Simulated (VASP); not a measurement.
Write the native input for VASP 6.6.1 that does the following.

```yaml
Task: single point
Functional: PBEsol
Dispersion: D4
Potentials_or_basis: VASP PAW PBE potentials, release 64 (S)
Cutoff: 520 eV
k_mesh: 7 × 7 × 7
Occupations: fermi-dirac, width 0.05 eV
Spin: no spin polarisation
Dipole_correction: no
Further_INCAR_settings: ALGO = Normal; EDIFF = 1e-06; NBANDS = 27
```

The structure of S lies in POSCAR:

```
S
1.0
    5.1349358698      2.9646566067      1.3406887267
   -5.1349358698      2.9646566067      1.3406887267
    0.0000000000     -5.9293132134      1.3406887266
S
6
Direct
    0.8442294378      0.0872374042      0.7312754095
    0.0872374042      0.7312754095      0.8442294378
    0.7312754095      0.8442294378      0.0872374042
    0.1557705622      0.9127625958      0.2687245905
    0.9127625958      0.2687245905      0.1557705622
    0.2687245905      0.1557705622      0.9127625958
```

One way to write it, as run:

INCAR

```
PREC = Accurate ; ENCUT = 520
EDIFF = 1E-6 ; ISMEAR = -1
SIGMA = 0.05 ; LREAL = False
LASPH = True ; NELM = 60
ALGO = Normal ; ISIF = 2
LWAVE = False ; LCHARG = False
GGA = PS ; IVDW = 13
NBANDS = 27
```

KPOINTS

```
regular mesh
0
Gamma
  7 7 7
```

Potentials or basis: VASP PAW PBE potentials, release 64 (S).

Command:

```console
$ cat potpaw_PBE.64/S/POTCAR > POTCAR
$ mpirun -np 1 vasp_std > vasp.out
```

It gave:

```yaml
Pressure: -0.4 GPa
Largest_force: 0.104 eV/Å
Band_gap_on_the_k_mesh: 1.84 eV (least direct gap 1.89 eV)
Dispersion_energy_per_atom: -0.181 eV
```

Caveat: the PAW data sets were made with another functional, which shifts forces and pressure a little.

It took 2.5 min on 1 thread of AMD EPYC 9R45 (Zen 5), with other jobs on the host, peak memory 0.34 GiB.
